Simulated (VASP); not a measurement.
Crystal: Al.

```xyz
1
Lattice="0.0000 2.0207 2.0207 2.0207 0.0000 2.0207 2.0207 2.0207 0.0000" Properties=species:S:1:pos:R:3 pbc="T T T"
Al    0.0000    0.0000    0.0000
```

Base run:

| Item | Value |
| --- | --- |
| Program | VASP 6.6.1 |
| Functional | r2SCAN |
| Potentials or basis | VASP PAW PBE potentials, release 64 (Al) |
| Cutoff | 550 eV |
| k mesh | 18 × 18 × 18 |
| Occupations | gaussian, width 0.1 eV |
| Spin | no spin polarisation |

Its results: band gap on the k mesh zero (an odd number of electrons rules out a gap without spin polarisation); pressure -3.4 GPa.

**Question.** The run is repeated on the same cell with these changes: functional from r2SCAN to PBE; cutoff from 550 eV to 500 eV. What comes out?

**Answer.** Band gap on the k mesh zero (an odd number of electrons rules out a gap without spin polarisation); pressure 0.0 GPa.

Caveats: the cell stands under tension (at least some runs); the PAW data sets were made with another functional, which shifts forces and pressure a little (at least some runs).
